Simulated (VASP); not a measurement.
# SiB6 (F-43m) in VASP: further runs

The runs below take SiB6 through single point, with PBE.

All numbers are computed with VASP 6.6.1; they aren't measurements. Logs are shortened: lines on timing, memory, paths and dates and some standing lists are left out, and cuts for length are marked.

### 1 The cell of the first run

The structure is cubic, space group F-43m (No. 216). Conventional cell: a = 6.315 Å, b = 6.315 Å, c = 6.315 Å, α = 90.00°, β = 90.00°, γ = 90.00°. Within 3.4 Å of Si (site symmetry -43m) lie 22 B at 2.58 to 3.16 Å. Within 2.2 Å of B (site symmetry -43m) lie 4 B at 1.66 Å. Within 2.2 Å of B (site symmetry 3m) lie 4 B at 1.66 to 1.75 Å. Within 3.5 Å of B (site symmetry -43m) lie 16 B at 2.68 to 2.73 Å and 4 Si at 2.73 Å.

### 2 Single point, PBE

File INCAR:

```
SYSTEM = SiB6
  PREC = Accurate
  ENCUT = 500
  EDIFF = 1E-6
  ISMEAR = 0
  SIGMA = 0.2
  LREAL = .False.
  LASPH = .True.
  NELM = 120
  ALGO = Normal
  ISIF = 2
  LWAVE = .False.
  LCHARG = .True.
  GGA = PE
  LELF = .True.
  LVHAR = .True.
  NBANDS = 20
  GGA_COMPAT = .False.
```

File KPOINTS:

```
Automatic mesh
0
Gamma
  5 5 5
  0 0 0
```

File POSCAR:

```
SiB6
1.0
    0.0000000000      3.1577441332      3.1577441332
    3.1577441332      0.0000000000      3.1577441332
    3.1577441332      3.1577441332      0.0000000000
Si B
1 6
Direct
    0.7500000000      0.7500000000      0.7500000000
    0.2500000000      0.2500000000      0.2500000000
    0.4017982258      0.4017982258      0.4017982258
    0.4017982258      0.4017982258      0.7946053226
    0.4017982258      0.7946053226      0.4017982258
    0.7946053226      0.4017982258      0.4017982258
    0.0000000000      0.0000000000      0.0000000000
```

Potentials or basis: VASP PAW PBE potentials, release 64 (Si, B).

Started as:

```sh
$ cat potpaw_PBE.64/Si/POTCAR potpaw_PBE.64/B/POTCAR > POTCAR
$ mpirun -np 1 vasp_std > vasp.out
```

OUTCAR:

```text
SYSTEM = SiB6
   PREC = Accurate
   ENCUT = 500
   EDIFF = 1E-6
   ISMEAR = 0
   LREAL = .False.
   LASPH = .True.
   NELM = 120
   ISIF = 2
   GGA = PE

 ion  position               nearest neighbor table
   1  0.750  0.750  0.750-   4 2.58   5 2.58   4 2.58   6 2.58   5 2.58   6 2.58   3 2.58   3 2.58
                             3 2.58   4 2.58   5 2.58   6 2.58
   2  0.250  0.250  0.250-   3 1.66   4 1.66   5 1.66   6 1.66
   3  0.402  0.402  0.402-   2 1.66   4 1.75   5 1.75   6 1.75   1 2.58   1 2.58   1 2.58
   4  0.402  0.402  0.795-   2 1.66   3 1.75   5 1.75   6 1.75   1 2.58   1 2.58   1 2.58
   5  0.402  0.795  0.402-   2 1.66   3 1.75   4 1.75   6 1.75   1 2.58   1 2.58   1 2.58
   6  0.795  0.402  0.402-   2 1.66   3 1.75   4 1.75   5 1.75   1 2.58   1 2.58   1 2.58
   7  0.000  0.000  0.000-

  LATTYP: Found a face centered cubic cell.
 ALAT       =     6.3154882664

  Lattice vectors:

 A1 = (   0.0000000000,   3.1577441332,   3.1577441332)
 A2 = (   3.1577441332,   0.0000000000,   3.1577441332)
 A3 = (   3.1577441332,   3.1577441332,   0.0000000000)

Analysis of symmetry for initial positions (statically):
=====================================================================
 Subroutine PRICEL returns:
 Original cell was already a primitive cell.

 Routine SETGRP: Setting up the symmetry group for a
 face centered cubic supercell.

 Subroutine GETGRP returns: Found 24 space group operations
 (whereof 24 operations were pure point group operations)
 out of a pool of 48 trial point group operations.

The static configuration has the point symmetry T_d .

Analysis of symmetry for dynamics (positions and initial velocities):
=====================================================================
 Subroutine PRICEL returns:
 Original cell was already a primitive cell.

 Routine SETGRP: Setting up the symmetry group for a
 face centered cubic supercell.

 Subroutine GETGRP returns: Found 24 space group operations
 (whereof 24 operations were pure point group operations)
 out of a pool of 48 trial point group operations.

The dynamic configuration has the point symmetry T_d .

 Subroutine INISYM returns: Found 24 space group operations
 (whereof 24 operations are pure point group operations),
 and found     1 'primitive' translations

----------------------------------------------------------------------------------------

                                     Primitive cell

  volume of cell :      62.9739

  direct lattice vectors                    reciprocal lattice vectors
     0.000000000  3.157744133  3.157744133    -0.158340885  0.158340885  0.158340885
     3.157744133  0.000000000  3.157744133     0.158340885 -0.158340885  0.158340885
     3.157744133  3.157744133  0.000000000     0.158340885  0.158340885 -0.158340885

  length of vectors
     4.465724580  4.465724580  4.465724580     0.274254457  0.274254457  0.274254457

  position of ions in fractional coordinates (direct lattice)
     0.750000000  0.750000000  0.750000000
     0.250000000  0.250000000  0.250000000
     0.401798226  0.401798226  0.401798226
     0.401798226  0.401798226  0.794605323
     0.401798226  0.794605323  0.401798226
     0.794605323  0.401798226  0.401798226
     0.000000000  0.000000000  0.000000000

  ion indices of the primitive-cell ions
   primitive index   ion index
                 1           1
                 2           2
                 3           3
                 4           4
                 5           5
                 6           6
                 7           7

----------------------------------------------------------------------------------------

 KPOINTS: Automatic mesh

Automatic generation of k-mesh.
 Grid dimensions read from file:
 generate k-points for:    5    5    5

 Generating k-lattice:

  Cartesian coordinates                     Fractional coordinates (reciprocal lattice)
    -0.031668177  0.031668177  0.031668177     0.200000000  0.000000000  0.000000000
     0.031668177 -0.031668177  0.031668177     0.000000000  0.200000000  0.000000000
     0.031668177  0.031668177 -0.031668177     0.000000000  0.000000000  0.200000000

  Length of vectors
     0.054850891  0.054850891  0.054850891

  Shift w.r.t. Gamma in fractional coordinates (k-lattice)
     0.000000000  0.000000000  0.000000000

 Subroutine IBZKPT returns following result:
 ===========================================

 Found     10 irreducible k-points:

 Following reciprocal coordinates:
            Coordinates               Weight
  0.000000  0.000000  0.000000      1.000000
  0.200000  0.000000  0.000000      8.000000
  0.400000  0.000000  0.000000      8.000000
  0.200000  0.200000  0.000000      6.000000
  0.400000  0.200000  0.000000     24.000000
 -0.400000  0.200000  0.000000     24.000000
 -0.200000  0.200000  0.000000     12.000000
  0.400000  0.400000  0.000000      6.000000
 -0.400000  0.400000  0.000000     12.000000
 -0.400000  0.400000  0.200000     24.000000
   k-points           NKPTS =     10   k-points in BZ     NKDIM =     10   number of bands    NBANDS=     20
   number of dos      NEDOS =    301   number of ions     NIONS =      7
   total plane-waves  NPLWV =  46656
   dimension x,y,z NGX =    36 NGY =   36 NGZ =   36
   dimension x,y,z NGXF=    72 NGYF=   72 NGZF=   72
   ions per type =               1   6
   NGX,Y,Z   is equivalent  to a cutoff of  13.40, 13.40, 13.40 a.u.
   NGXF,Y,Z  is equivalent  to a cutoff of  26.80, 26.80, 26.80 a.u.
 SYSTEM =  SiB6
   PREC   = accura    normal or accurate (medium, high low for compatibility)
   ISTART =      0    job   : 0-new  1-cont  2-samecut
   ICHARG =      2    charge: 1-file 2-atom 10-const
   ISPIN  =      1    spin polarized calculation?
   LNONCOLLINEAR =      F non collinear calculations
   LSORBIT =      F    spin-orbit coupling
   LASPH  =      T    aspherical Exc in radial PAW
   ENCUT  =  500.0 eV  36.75 Ry    6.06 a.u.   8.14  8.14  8.14*2*pi/ulx,y,z
   NELM   =    120;   NELMIN=  2; NELMDL= -5     # of ELM steps
   EDIFF  = 0.1E-05   stopping-criterion for ELM
   LREAL  =      F    real-space projection
   EDIFFG = 0.1E-04   stopping-criterion for IOM
   NSW    =      0    number of steps for IOM
   IBRION =     -1    ionic relax: 0-MD 1-quasi-New 2-CG
   NFREE  =      0    steps in history (QN), initial steepest desc. (CG)
   ISIF   =      2    stress and relaxation
   ISYM   =      2    0-nonsym 1-usesym 2-fastsym
   POTIM  = 0.5000    time-step for ionic-motion
   TEBEG  =    0.0;   TEEND  =   0.0 temperature during run
   PSTRESS=    0.0 pullay stress
   NELECT =      22.0000    total number of electrons
   NUPDOWN=      -1.0000    fix difference up-down
   EMIN   =  10.00;   EMAX   =-10.00  energy-range for DOS
   EFERMI =   0.00;   METHOD = LEGACY
   ISMEAR =     0;   SIGMA  =   0.20  broadening in eV -4-tet -1-fermi 0-gaus
   EFERMI_NEDOS =   21; number of points for ismear=-14 and -15
   IALGO  =     38    algorithm
   IMIX   =      4    mixing-type and parameters
     AMIX     =   0.40;   BMIX     =  1.00
     AMIX_MAG =   1.60;   BMIX_MAG =  1.00
  volume/ion in A,a.u.               =       9.00        60.71
  Fermi-wavevector in a.u.,A,eV,Ry     =   1.152999  2.178851 18.087664  1.329406
  Thomas-Fermi vector in A             =   2.289646
   LORBIT       =      0    0 simple, 1 ext, 2 COOP (PROOUT), +10 PAW based schemes
   GGA     = PE    functional components
   LHFCALC =     F    Hartree Fock is set to
   AEXX    =    0.0000 exact exchange contribution
   IVDW    =     0    specifies the selected vdW correction
   LEPSILON=     F    determine dielectric tensor
   LRPA    =     F    only Hartree local field effects (RPA)
 non-spin polarized calculation
 Gauss-broadening in eV      SIGMA  =   0.20
  energy-cutoff  :      500.00
  volume of cell :       62.97
 maximum number of plane-waves:      1639
 NGX is ok and might be reduce to    36
   NGX = 17   NGY = 17   NGZ = 17

 number of electron      22.0000000 magnetization

 Free energy of the ion-electron system (eV)
  ---------------------------------------------------
  ext. energy  EPLUGINS =         0.00000000
  ---------------------------------------------------
  free energy    TOTEN  =       -37.31315731 eV

  energy without entropy =      -37.27457673  energy(sigma->0) =      -37.29386702

 E-fermi :   6.3273     XC(G=0): -11.3688

 val. band max:        6.2204210104   @ k =   0.4000   0.2000   0.0000
 cond. band min:       6.3984181474   @ k =   0.4000   0.4000   0.0000
 fundamental gap:      0.1779971370
 Fermi energy:         6.3273190957

 k-point     1 :       0.0000    0.0000    0.0000
  band No.  band energies     occupation
      1      -8.5206      2.00000
      2      -2.9803      2.00000
      3       0.8780      2.00000
      4       0.8780      2.00000
      5       0.8780      2.00000
      6       1.6359      2.00000
[... 12 lines left out ...]
     19      16.3064      0.00000
     20      16.3064      0.00000

 k-point     2 :       0.2000    0.0000    0.0000
  band No.  band energies     occupation
      1      -8.2222      2.00000
      2      -3.4339      2.00000
      3      -1.0558      2.00000
      4       0.5309      2.00000
      5       0.5309      2.00000
      6       2.1877      2.00000
[... 12 lines left out ...]
     19      14.9624      0.00000
     20      14.9624      0.00000
[... 143 lines left out ...]
      3      -3.2856      2.00000
      4      -1.3281      2.00000
      5      -1.1672      2.00000
      6       0.8546      2.00000
[... 12 lines left out ...]
     19      12.2718      0.00000
     20      13.4667      0.00000

 k-point    10 :      -0.4000    0.4000    0.2000
  band No.  band energies     occupation
      1      -7.0397      2.00000
      2      -4.1675      2.00000
      3      -3.3005      2.00000
      4      -2.1370      2.00000
      5       0.6838      2.00000
      6       1.3295      2.00000
[... 12 lines left out ...]
     19      12.6425      0.00000
     20      13.7403      0.00000

------------------------ aborting loop because EDIFF is reached ----------------------------------------

  FORCE on cell =-STRESS in cart. coord.  units (eV):
  Direction    XX          YY          ZZ          XY          YZ          ZX
  --------------------------------------------------------------------------------------
  -------------------------------------------------------------------------------------
  Total        0.0440893      0.0440893      0.0440893      0.0000000      0.0000000      0.0000000
  in kB        1.1217161      1.1217161      1.1217161      0.0000000      0.0000000      0.0000000
  external PRESSURE =       1.1217161 kB  Pullay stress =       0.0000000 kB

 VOLUME and BASIS-vectors are now :
 -----------------------------------------------------------------------------
  energy-cutoff  :      500.00
  volume of cell :       62.97
      direct lattice vectors                 reciprocal lattice vectors
     0.000000000  3.157744133  3.157744133    -0.158340885  0.158340885  0.158340885
     3.157744133  0.000000000  3.157744133     0.158340885 -0.158340885  0.158340885
     3.157744133  3.157744133  0.000000000     0.158340885  0.158340885 -0.158340885

 POSITION                                       TOTAL-FORCE (eV/Angst)
 -----------------------------------------------------------------------------------
      4.73662      4.73662      4.73662        -0.000000     -0.000000     -0.000000
      1.57887      1.57887      1.57887        -0.000000     -0.000000     -0.000000
      2.53755      2.53755      2.53755        -0.010651     -0.010651     -0.010651
      3.77794      3.77794      2.53755         0.010651      0.010651     -0.010651
      3.77794      2.53755      3.77794         0.010651     -0.010651      0.010651
      2.53755      3.77794      3.77794        -0.010651      0.010651      0.010651
      0.00000      0.00000      0.00000        -0.000000     -0.000000     -0.000000
 -----------------------------------------------------------------------------------
    total drift:                                0.000000      0.000000      0.000000

  FREE ENERGIE OF THE ION-ELECTRON SYSTEM (eV)
  ---------------------------------------------------
  free  energy   TOTEN  =       -37.3131573109 eV

  energy  without entropy=      -37.2745767327  energy(sigma->0) =      -37.29386702
```

It took 27 s on 1 thread of Intel Xeon 8259CL, shared host; peak memory 0.19 GiB.

What came out:

- Free energy: -37.3132 eV
- Pressure: 0.1 GPa
- Largest force: 0.018 eV/Å
- Band gap on the k mesh: zero (band 11 reaches 7.19 eV, above the bottom of band 12 at 4.50 eV)

Forces on the atoms (eV/Å):
```
Si   0.000  0.000  0.000
B    0.000  0.000  0.000
B   -0.011 -0.011 -0.011
B    0.011  0.011 -0.011
B    0.011 -0.011  0.011
B   -0.011  0.011  0.011
B    0.000  0.000  0.000
```

[end of part 1 of 2]
